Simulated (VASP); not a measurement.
Wanted: the native input for a VASP 6.6.1 run.

* Task: single point
* Functional: PBE
* Potentials or basis: VASP PAW PBE potentials, release 64 (Ni_sv_GW, Bi_d)
* Cutoff: 590 eV
* k mesh: 2 × 2 × 2, shifted
* Occupations: fermi-dirac, width 0.1 eV
* Spin: collinear spin, ferromagnetic start
* Starting moments: [0.08, 0.08, 0.08, 0.01] μB
* Dipole correction: no
* Second run: valence_matched
* Further INCAR settings: ALGO = Normal; EDIFF = 1e-06; NBANDS = 46; ISYM = 0

The structure of Ni3Bi lies in POSCAR:

```
Ni3Bi
1.0
    3.8220070000      0.0000000000      0.0000000000
    0.0000000000      3.8220070000      0.0000000000
    0.0000000000      0.0000000000      3.8220070000
Ni Bi
3 1
Direct
    0.0000000000      0.5000000000      0.5000000000
    0.5000000000      0.0000000000      0.5000000000
    0.5000000000      0.5000000000      0.0000000000
    0.0000000000      0.0000000000      0.0000000000
```

The input as run:

INCAR

```
PREC     = Accurate       # precision mode
ENCUT    = 590            # plane-wave cutoff, eV
EDIFF    = 1E-6           # SCF threshold, eV
ISMEAR   = -1             # smearing method
SIGMA    = 0.1            # smearing width, eV
LREAL    = F              # projectors in reciprocal space
LASPH    = T              # aspherical terms in the spheres
NELM     = 200            # most SCF steps
ALGO     = Normal         # electronic algorithm
ISIF     = 2              # what is computed and relaxed
LWAVE    = F              # write WAVECAR
LCHARG   = F              # write CHGCAR
ISPIN    = 2              # spin polarisation
MAGMOM   = 0.08 0.08 0.08 0.01 # initial moments
LORBIT   = 11             # projections on sites
LMAXMIX  = 4              # l up to which the mixer works
GGA      = PE             # functional
ISYM     = 0            
NBANDS   = 46             # bands
GGA_COMPAT= F
```

KPOINTS

```
Automatic mesh
0
Gamma
  2 2 2
  0.25 0.25 0.25
```

Potentials or basis: VASP PAW PBE potentials, release 64 (Ni_sv_GW, Bi_d).

Launch:

```sh
$ cat potpaw_PBE.64/Ni_sv_GW/POTCAR potpaw_PBE.64/Bi_d/POTCAR > POTCAR
$ mpirun -np 1 vasp_std > vasp.out
```

It gave:

* Pressure: -0.9 GPa
* Net moment: 0.00 μB per cell
* Valence electrons inside the program's atomic spheres: Ni 16.36; Bi 12.98

Caveat: the k points lie up to 0.82 Å⁻¹ apart.

Run time: 2.4 min on 1 thread of Intel(R) Xeon(R) 6975P-C (Granite Rapids), on a shared host, peak memory 0.3 GiB.
